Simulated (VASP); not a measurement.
Write the native input for VASP 6.6.1 that does the following.

```yaml
Task: single point
Functional: PBE
Potentials_or_basis: VASP PAW PBE potentials, release 64 (Ba_sv)
Cutoff: 520 eV
k_mesh: 14 × 14 × 14
Occupations: gaussian, width 0.15 eV
Spin: no spin polarisation
Dipole_correction: no
Further_INCAR_settings: ALGO = Fast; EDIFF = 1e-06; NBANDS = 11
```

The structure of Ba lies in POSCAR:

```
Ba
1.0
    0.0000000000      3.0710317527      3.2326650028
    3.0710317527      0.0000000000      3.2326650028
    3.0710317527      3.0710317527      0.0000000000
Ba
1
Direct
    0.0000000000      0.0000000000      0.0000000000
```

This cell differs from its parent crystal: strain -0.050 along x and y, +0.000 along z.

These files were run (other wordings do the same):

INCAR

```
SYSTEM = Ba
  ALGO = Fast
  EDIFF = 1E-6
  ENCUT = 520
  GGA = PE
  ISIF = 2
  ISMEAR = 0
  LASPH = .True.
  LCHARG = .True.
  LELF = .True.
  LREAL = .False.
  LVHAR = .True.
  LWAVE = .False.
  NBANDS = 11
  NELM = 100
  PREC = Accurate
  SIGMA = 0.15
```

KPOINTS

```
k-points
0
Gamma
  14 14 14
  0 0 0
```

Potentials or basis: VASP PAW PBE potentials, release 64 (Ba_sv).

Run with:

```sh
$ cat potpaw_PBE.64/Ba_sv/POTCAR > POTCAR
$ mpirun -np 1 vasp_std > vasp.out
```

Results of the run:

- Pressure: 0.5 GPa
- Band gap on the k mesh: zero (bands 5 and 6 overlap by 0.40 eV)

Caveat: the cell differs from its parent crystal (strain -0.050 along x and y, +0.000 along z); spin-orbit coupling is left out, which moves the levels of the heavy elements.

Wall time 59 s on 1 thread of Intel(R) Xeon(R) 6975P-C (Granite Rapids) (shared host), peak memory 0.31 GiB.
